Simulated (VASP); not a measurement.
# Tl (Im-3m) in VASP: notebook

The runs below take Tl through single point, relaxation of cell and atoms, with PBEsol.

Program: VASP 6.6.1. These are calculated values, not measurements. Logs are shortened: lines on timing, memory, paths and dates and some standing lists are left out, and cuts for length are marked.

## 1. The cell of the first run

It takes space group Im-3m (No. 229, cubic). The conventional cell has a = 3.853 Å, b = 3.853 Å, c = 3.853 Å, α = 90.00°, β = 90.00°, γ = 90.00°. Tl (site symmetry m-3m) has 14 Tl at 3.34 to 3.85 Å within 4.4 Å.

This isn't the form of Tl at room conditions, which is hcp.

## 2. Single point, PBEsol

File INCAR:

```
SYSTEM = Tl
PREC = Accurate
ENCUT = 520
EDIFF = 1E-6
ISMEAR = -1
SIGMA = 0.08
LREAL = .FALSE.
LASPH = .TRUE.
NELM = 100
ALGO = Normal
ISIF = 2
LWAVE = .FALSE.
LCHARG = .TRUE.
GGA = PS
LELF = .TRUE.
LVHAR = .TRUE.
NBANDS = 12
```

File KPOINTS:

```
Automatic mesh
0
G
  16 16 16
  0 0 0
```

File POSCAR:

```
Tl
1.0
   -1.9263637944      1.9263637944      1.9263637944
    1.9263637944     -1.9263637944      1.9263637944
    1.9263637944      1.9263637944     -1.9263637944
Tl
1
Direct
    0.0000000000      0.0000000000      0.0000000000
```

Potentials or basis: VASP PAW PBE potentials, release 64 (Tl_d).

Run with:

```
> cat potpaw_PBE.64/Tl_d/POTCAR > POTCAR
> mpirun -np 1 vasp_std > vasp.out
```

OUTCAR:

```text
SYSTEM = Tl
   PREC = Accurate
   ENCUT = 520
   EDIFF = 1E-6
   ISMEAR = -1
   LREAL = .FALSE.
   LASPH = .TRUE.
   NELM = 100
   ISIF = 2
   GGA = PS

 ion  position               nearest neighbor table
   1  0.000  0.000  0.000-

  LATTYP: Found a body centered cubic cell.
 ALAT       =     3.8527275888

  Lattice vectors:

 A1 = (  -1.9263637944,   1.9263637944,   1.9263637944)
 A2 = (   1.9263637944,  -1.9263637944,   1.9263637944)
 A3 = (   1.9263637944,   1.9263637944,  -1.9263637944)

Analysis of symmetry for initial positions (statically):
=====================================================================
 Subroutine PRICEL returns:
 Original cell was already a primitive cell.

 Routine SETGRP: Setting up the symmetry group for a
 body centered cubic supercell.

 Subroutine GETGRP returns: Found 48 space group operations
 (whereof 48 operations were pure point group operations)
 out of a pool of 48 trial point group operations.

The static configuration has the point symmetry O_h .

Analysis of symmetry for dynamics (positions and initial velocities):
=====================================================================
 Subroutine PRICEL returns:
 Original cell was already a primitive cell.

 Routine SETGRP: Setting up the symmetry group for a
 body centered cubic supercell.

 Subroutine GETGRP returns: Found 48 space group operations
 (whereof 48 operations were pure point group operations)
 out of a pool of 48 trial point group operations.

The dynamic configuration has the point symmetry O_h .

 Subroutine INISYM returns: Found 48 space group operations
 (whereof 48 operations are pure point group operations),
 and found     1 'primitive' translations

----------------------------------------------------------------------------------------

                                     Primitive cell

  volume of cell :      28.5940

  direct lattice vectors                    reciprocal lattice vectors
    -1.926363794  1.926363794  1.926363794     0.000000000  0.259556373  0.259556373
     1.926363794 -1.926363794  1.926363794     0.259556373  0.000000000  0.259556373
     1.926363794  1.926363794 -1.926363794     0.259556373  0.259556373  0.000000000

  length of vectors
     3.336559966  3.336559966  3.336559966     0.367068143  0.367068143  0.367068143

  position of ions in fractional coordinates (direct lattice)
[... 82 lines left out ...]
   NFREE  =      0    steps in history (QN), initial steepest desc. (CG)
   ISIF   =      2    stress and relaxation
   ISYM   =      2    0-nonsym 1-usesym 2-fastsym
   POTIM  = 0.5000    time-step for ionic-motion
   TEBEG  =    0.0;   TEEND  =   0.0 temperature during run
   PSTRESS=    0.0 pullay stress
   NELECT =      13.0000    total number of electrons
   NUPDOWN=      -1.0000    fix difference up-down
   EMIN   =  10.00;   EMAX   =-10.00  energy-range for DOS
   EFERMI =   0.00;   METHOD = LEGACY
   ISMEAR =    -1;   SIGMA  =   0.08  broadening in eV -4-tet -1-fermi 0-gaus
   EFERMI_NEDOS =   21; number of points for ismear=-14 and -15
   IALGO  =     38    algorithm
   IMIX   =      4    mixing-type and parameters
     AMIX     =   0.40;   BMIX     =  1.00
     AMIX_MAG =   1.60;   BMIX_MAG =  1.00
  volume/ion in A,a.u.               =      28.59       192.96
  Fermi-wavevector in a.u.,A,eV,Ry     =   1.258822  2.378829 21.560237  1.584633
  Thomas-Fermi vector in A             =   2.392412
   LORBIT       =      0    0 simple, 1 ext, 2 COOP (PROOUT), +10 PAW based schemes
   GGA     = PS    functional components
   LHFCALC =     F    Hartree Fock is set to
   AEXX    =    0.0000 exact exchange contribution
   IVDW    =     0    specifies the selected vdW correction
   LEPSILON=     F    determine dielectric tensor
   LRPA    =     F    only Hartree local field effects (RPA)
 non-spin polarized calculation
  energy-cutoff  :      520.00
  volume of cell :       28.59
 maximum number of plane-waves:       784
 NGX is ok and might be reduce to    28
   NGX = 13   NGY = 13   NGZ = 13

 number of electron      12.9999998 magnetization

 Free energy of the ion-electron system (eV)
  ---------------------------------------------------
  ext. energy  EPLUGINS =         0.00000000
  ---------------------------------------------------
  free energy    TOTEN  =        -2.63173644 eV

  energy without entropy =       -2.62178288  energy(sigma->0) =       -2.62675966

 E-fermi :   6.3584     XC(G=0): -10.3690

 val. band max:        6.2937012228   @ k =  -0.3750   0.4375   0.1875
 cond. band min:       6.3873536744   @ k =  -0.3750   0.3750   0.1250
 fundamental gap:      0.0936524515
 Fermi energy:         6.3584122214

 k-point     1 :       0.0000    0.0000    0.0000
  band No.  band energies     occupation
      1      -5.2246      2.00000
      2      -5.2246      2.00000
      3      -5.2246      2.00000
      4      -4.7887      2.00000
      5      -4.7887      2.00000
      6      -3.6797      2.00000
      7      17.2295      0.00000
      8      17.2295      0.00000
      9      17.2295      0.00000
     10      18.7055      0.00000
     11      18.7055      0.00000
     12      18.7055      0.00000
[... 331 lines left out ...]
 k-point    24 :       0.2500    0.1875    0.0000
  band No.  band energies     occupation
      1      -5.3479      2.00000
      2      -5.1981      2.00000
      3      -4.8606      2.00000
      4      -4.8479      2.00000
      5      -4.7073      2.00000
      6      -0.3016      2.00000
      7       7.1216      0.00014
      8       9.8404      0.00000
      9      13.3714      0.00000
     10      18.3892      0.00000
     11      19.3433      0.00000
     12      21.7368      0.00000

 [... further k-points ...]

------------------------ aborting loop because EDIFF is reached ----------------------------------------

  FORCE on cell =-STRESS in cart. coord.  units (eV):
  Direction    XX          YY          ZZ          XY          YZ          ZX
  --------------------------------------------------------------------------------------
  -------------------------------------------------------------------------------------
  Total       -0.0143490     -0.0143490     -0.0143490      0.0000000     -0.0000000      0.0000000
  in kB       -0.8040013     -0.8040013     -0.8040013      0.0000000     -0.0000000      0.0000000
  external PRESSURE =      -0.8040013 kB  Pullay stress =       0.0000000 kB

 VOLUME and BASIS-vectors are now :
 -----------------------------------------------------------------------------
  energy-cutoff  :      520.00
  volume of cell :       28.59
      direct lattice vectors                 reciprocal lattice vectors
    -1.926363794  1.926363794  1.926363794     0.000000000  0.259556373  0.259556373
     1.926363794 -1.926363794  1.926363794     0.259556373  0.000000000  0.259556373
     1.926363794  1.926363794 -1.926363794     0.259556373  0.259556373  0.000000000

 POSITION                                       TOTAL-FORCE (eV/Angst)
 -----------------------------------------------------------------------------------
      0.00000      0.00000      0.00000        -0.000000      0.000000     -0.000000
 -----------------------------------------------------------------------------------
    total drift:                                0.000000      0.000000      0.000000

  FREE ENERGIE OF THE ION-ELECTRON SYSTEM (eV)
  ---------------------------------------------------
  free  energy   TOTEN  =        -2.6317364361 eV

  energy  without entropy=       -2.6217828817  energy(sigma->0) =       -2.62675966
```

OSZICAR:

```text
N       E                     dE             d eps       ncg     rms          rms(c)
DAV:   1     0.508277958998E+02    0.50828E+02   -0.66391E+03  3672   0.936E+02
DAV:   2    -0.202507110305E+01   -0.52853E+02   -0.51819E+02  3992   0.214E+02
DAV:   3    -0.266709951330E+01   -0.64203E+00   -0.64142E+00  4044   0.212E+01
DAV:   4    -0.266997759985E+01   -0.28781E-02   -0.28780E-02  3944   0.164E+00
DAV:   5    -0.267001166920E+01   -0.34069E-04   -0.34070E-04  4044   0.172E-01    0.216E+00
DAV:   6    -0.263771500497E+01    0.32297E-01   -0.52147E-02  3768   0.216E+00    0.153E+00
DAV:   7    -0.263214756433E+01    0.55674E-02   -0.15432E-02  3864   0.115E+00    0.682E-01
DAV:   8    -0.263173428270E+01    0.41328E-03   -0.49927E-04  3944   0.222E-01    0.387E-02
DAV:   9    -0.263173540433E+01   -0.11216E-05   -0.35578E-06  4004   0.208E-02    0.852E-03
DAV:  10    -0.263173643668E+01   -0.10324E-05   -0.10619E-06  3604   0.109E-02    0.714E-04
DAV:  11    -0.263173643614E+01    0.54456E-09   -0.32613E-08  1964   0.147E-03
   1 F= -.26317364E+01 E0= -.26267597E+01  d E =-.995355E-02
```

It took 22 s on 1 thread of AMD EPYC 9R45 (Zen 5), shared host; peak memory 0.16 GiB.

What came out:

* Free energy: -2.6317 eV
* Pressure: -0.1 GPa
* Band gap on the k mesh: zero (an odd number of electrons rules out a gap without spin polarisation)

Caveat: the PAW data sets were made with another functional, which shifts forces and pressure a little; spin-orbit coupling is left out, which moves the levels of the heavy elements.

## 3. Relaxation of cell and atoms, PBEsol, target pressure 67 GPa, at which the enthalpy is minimised

This run uses another cell than the first one, of 17.59 Å³/atom.

File INCAR:

```
ALGO = Normal
EDIFF = 1E-7
EDIFFG = -0.005
ENCUT = 600
GGA = PS
IBRION = 2
ISIF = 3
ISMEAR = -1
LASPH = T
LCHARG = F
LREAL = F
LWAVE = F
NELM = 100
NSW = 60
PREC = Accurate
PSTRESS = 670.0
SIGMA = 0.08
```

File KPOINTS:

```
k-points
0
Gamma
  16 16 16
```

File POSCAR:

```
Tl
1.0
   -1.6381865117      1.6381865117      1.6381865117
    1.6381865117     -1.6381865117      1.6381865117
    1.6381865117      1.6381865117     -1.6381865117
Tl
1
Direct
    0.0000000000      0.0000000000      0.0000000000
```

Potentials or basis: VASP PAW PBE potentials, release 64 (Tl_d).

Run with:

```
> cat potpaw_PBE.64/Tl_d/POTCAR > POTCAR
> mpirun -np 1 vasp_std > vasp.out
```

OUTCAR:

```text
EDIFF = 1E-7
   EDIFFG = -0.005
   ENCUT = 600
   GGA = PS
   IBRION = 2
   ISIF = 3
   ISMEAR = -1
   LASPH = T
   LREAL = F
   NELM = 100
   NSW = 60
   PREC = Accurate
   PSTRESS = 670.0

 ion  position               nearest neighbor table
   1  0.000  0.000  0.000-

  LATTYP: Found a body centered cubic cell.
 ALAT       =     3.2763730234

  Lattice vectors:

 A1 = (  -1.6381865117,   1.6381865117,   1.6381865117)
 A2 = (   1.6381865117,  -1.6381865117,   1.6381865117)
 A3 = (   1.6381865117,   1.6381865117,  -1.6381865117)

Analysis of symmetry for initial positions (statically):
=====================================================================
 Subroutine PRICEL returns:
 Original cell was already a primitive cell.

 Routine SETGRP: Setting up the symmetry group for a
 body centered cubic supercell.

 Subroutine GETGRP returns: Found 48 space group operations
 (whereof 48 operations were pure point group operations)
 out of a pool of 48 trial point group operations.

The static configuration has the point symmetry O_h .
[... 167 lines left out ...]
  band No.  band energies     occupation
      1      -1.3770      2.00000
      2       0.0567      2.00000
      3       0.0567      2.00000
      4       0.0567      2.00000
      5       1.3189      2.00000
      6       1.3189      2.00000
      7      25.9572      0.00000
      8      25.9572      0.00000
      9      25.9572      0.00000
     10      30.4830      0.00000
[... 287 lines left out ...]
 k-point    24 :       0.2500    0.1875    0.0000
  band No.  band energies     occupation
      1      -0.5350      2.00000
      2      -0.1187      2.00000
      3       0.8276      2.00000
      4       1.1118      2.00000
      5       1.4970      2.00000
      6       4.7743      2.00000
      7      14.9377      0.00000
      8      17.9828      0.00000
      9      22.4174      0.00000
     10      27.8965      0.00000

 [... further k-points ...]

------------------------ aborting loop because EDIFF is reached ----------------------------------------

  FORCE on cell =-STRESS in cart. coord.  units (eV):
  Direction    XX          YY          ZZ          XY          YZ          ZX
  --------------------------------------------------------------------------------------
  -------------------------------------------------------------------------------------
  Total        7.3544147      7.3544147      7.3544147      0.0000000     -0.0000000     -0.0000000
  in kB      670.0522514    670.0522514    670.0522514      0.0000000     -0.0000000     -0.0000000
  external PRESSURE =       0.0522514 kB  Pullay stress =     670.0000000 kB

 VOLUME and BASIS-vectors are now :
 -----------------------------------------------------------------------------
  energy-cutoff  :      600.00
  volume of cell :       17.59
      direct lattice vectors                 reciprocal lattice vectors
    -1.638186512  1.638186512  1.638186512     0.000000000  0.305215552  0.305215552
     1.638186512 -1.638186512  1.638186512     0.305215552  0.000000000  0.305215552
     1.638186512  1.638186512 -1.638186512     0.305215552  0.305215552  0.000000000

 POSITION                                       TOTAL-FORCE (eV/Angst)
 -----------------------------------------------------------------------------------
      0.00000      0.00000      0.00000         0.000000      0.000000     -0.000000
 -----------------------------------------------------------------------------------
    total drift:                               -0.000000      0.000000      0.000000

  FREE ENERGIE OF THE ION-ELECTRON SYSTEM (eV)
  ---------------------------------------------------
  free  energy   TOTEN  =        -1.2578512656 eV

  energy  without entropy=       -1.2500319150  energy(sigma->0) =       -1.25394159

  enthalpy is  TOTEN    =         6.0959899603 eV   P V=        7.3538412260

 reached required accuracy - stopping structural energy minimisation
```

OSZICAR:

```text
N       E                     dE             d eps       ncg     rms          rms(c)
DAV:   1     0.517860311741E+02    0.51786E+02   -0.79505E+03  3100   0.137E+03
DAV:   2    -0.877062346305E+00   -0.52663E+02   -0.51804E+02  3050   0.254E+02
DAV:   3    -0.136705942531E+01   -0.49000E+00   -0.48964E+00  3380   0.232E+01
DAV:   4    -0.136850398277E+01   -0.14446E-02   -0.14445E-02  3194   0.143E+00
DAV:   5    -0.136851437617E+01   -0.10393E-04   -0.10392E-04  3286   0.119E-01    0.112E+01
DAV:   6    -0.128353648610E+01    0.84978E-01   -0.11697E-01  3046   0.435E+00    0.695E+00
DAV:   7    -0.125960860528E+01    0.23928E-01   -0.64436E-02  3002   0.321E+00    0.112E+00
DAV:   8    -0.125784581266E+01    0.17628E-02   -0.64926E-03  3064   0.103E+00    0.832E-02
DAV:   9    -0.125785115791E+01   -0.53452E-05   -0.35979E-05  3372   0.777E-02    0.152E-02
DAV:  10    -0.125785121279E+01   -0.54886E-07   -0.10138E-06  3196   0.141E-02    0.126E-03
DAV:  11    -0.125785126564E+01   -0.52849E-07   -0.15874E-07  1852   0.495E-03
   1 F= 0.60959900E+01 E0= 0.60998996E+01  d E =0.609599E+01
```

It took 12 s on 1 thread of AMD EPYC 9R45 (Zen 5), shared host; peak memory 0.13 GiB.

Results:

```yaml
Free_energy: -1.2579 eV
Pressure_after_relaxing: 67.0 GPa
Band_gap_on_the_k_mesh: zero (an odd number of electrons rules out a gap without spin polarisation)
```

Final structure:
```
CELL_PARAMETERS angstrom
-1.63819 1.63819 1.63819
1.63819 -1.63819 1.63819
1.63819 1.63819 -1.63819
ATOMIC_POSITIONS crystal
Tl 0.00000 0.00000 0.00000
```

Caveat: the relaxation stopped at its first step, so nothing moved; the cell is relaxed towards a set pressure, so the run minimises the enthalpy, not the energy; the PAW data sets were made with another functional, which shifts forces and pressure a little; spin-orbit coupling is left out, which moves the levels of the heavy elements.

(Continued in part 2 of 2.)
